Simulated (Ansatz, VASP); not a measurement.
**MgB2 in VASP and in Ansatz**

```
Mg B
1.0
     3.08500    0.00000    0.00000
    -1.54250    2.67169    0.00000
     0.00000    0.00000    3.52300
Mg B
1 2
Cartesian
  0.0000 0.0000 0.0000
  1.5425 0.8906 1.7615
  0.0000 1.7811 1.7615
```

Alike in both runs: functional BLYP; k mesh 10 × 10 × 8; occupations fermi-dirac, width 0.05 eV; no spin polarisation.

|  | VASP | Ansatz |
| --- | --- | --- |
| version | VASP 6.6.1 | Ansatz 0.2.0 |
| potentials or method | VASP PAW PBE potentials, release 64 (Mg, B) | Ansatz PAW |
| plane-wave cutoff (eV) | 520 | 420 |
| valence electrons in the cell | 8 | 16 |
| task | single point | band structure |

VASP gave:

```
gap on the k mesh at the Fermi level (eV)                     : none
pressure (GPa)                                                : 0.8
traceless stress, the component that is largest in VASP (GPa) : 0.41
```

**Question.** Estimate Ansatz's values.

**Answer.** gap on the k mesh at the Fermi level (eV): none; pressure (GPa): 1.0; traceless stress, the component that is largest in VASP (GPa): 0.53.

VASP's potentials were made for PBE, not for BLYP. A gap of «none» marks a metal or a gap that the smearing closes. With one functional, cell and mesh, what is left measures potentials, basis and numerics. VASP's potentials hold 8 valence electrons a cell and Ansatz's 16, so a difference there can come from the potentials and not from the codes.
